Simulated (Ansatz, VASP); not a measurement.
Given: the input of a run of VASP 6.6.1 on CuO.

INCAR

```
SYSTEM = CuO
  ALGO = Normal
  EDIFF = 1E-7
  ENCUT = 520
  GGA = PE
  ISIF = 2
  ISMEAR = -1
  LASPH = .TRUE.
  LCHARG = .FALSE.
  LREAL = .FALSE.
  LWAVE = .FALSE.
  NBANDS = 25
  NELM = 80
  PREC = Accurate
  SIGMA = 0.05
```

The input KPOINTS:

```
k-points
0
G
  10 10 5
  0 0 0
```

File POSCAR:

```
CuO
1.0
    2.3755039530     -1.7359471401      0.0000000000
    2.3755039530      1.7359471401      0.0000000000
   -0.8718742338      0.0000000000      5.1260186872
Cu O
2 2
Direct
    0.0032000000      0.4968000000      0.0000000000
    0.4968000000      0.0032000000      0.5000000000
    0.5714000000      0.4056000000      0.2537000000
    0.4056000000      0.5714000000      0.7537000000
```

Potentials or basis: VASP PAW PBE potentials, release 64 (Cu, O).

Launch:

```sh
$ cat potpaw_PBE.64/Cu/POTCAR potpaw_PBE.64/O/POTCAR > POTCAR
$ mpirun -np 1 vasp_std > vasp.out
```

Question: Set up the same calculation for Ansatz 0.2.0. Potentials there: Ansatz PAW soft_1.

Answer: As run (the cutoff follows the program's own potentials):

File input.yaml:

```yaml
crystal:
  lattice:
    - [2.375503953, -1.7359471401, 0.0]
    - [2.375503953, 1.7359471401, 0.0]
    - [-0.8718742338, 0.0, 5.1260186872]
  atoms:
    - { symbol: Cu, position: [0.0032, 0.4968, 0.0] }
    - { symbol: Cu, position: [0.4968, 0.0032, 0.5] }
    - { symbol: O, position: [0.5714, 0.4056, 0.2537] }
    - { symbol: O, position: [0.4056, 0.5714, 0.7537] }
hamiltonian:
  xc: pbe
  pseudopotentials: { kind: paw, azcp: { folder: soft_1 } }
kpoints:
  mp_grid: { grid: [10, 10, 5] }
scf:
  occupations: { method: fermi_dirac, width: 0.05 }
output:
  forces: true
  stress: true
  eigenvalues: true
```

Potentials or basis: Ansatz PAW soft_1.

The run is started by

```sh
$ ansatz run input.yaml --threads 1 --pin off --max-ram 3584MiB --backend cpu --events-out ev --progress --plain --runs-dir out
```

Both were run:

|  | VASP | Ansatz | Ansatz less VASP |
| --- | --- | --- | --- |
| gap on the k mesh at the Fermi level (eV) | none | none | - |
| pressure (GPa) | -0.5 | -0.9 | -0.48 |
| traceless stress, the component that is largest in VASP (GPa) | 2.08 | 2.39 | +0.312 |
| rms of the force components (eV/Å) | 0.400 | 0.395 | -0.0052 |

Atom by atom the forces differ by 0.018 eV/Å (rms over components). A gap of «none» marks a metal or a gap that the smearing closes. With one functional, cell and mesh, what is left measures potentials, basis and numerics. VASP's potentials hold 34 valence electrons a cell and Ansatz's 50, so a difference there can come from the potentials and not from the codes.
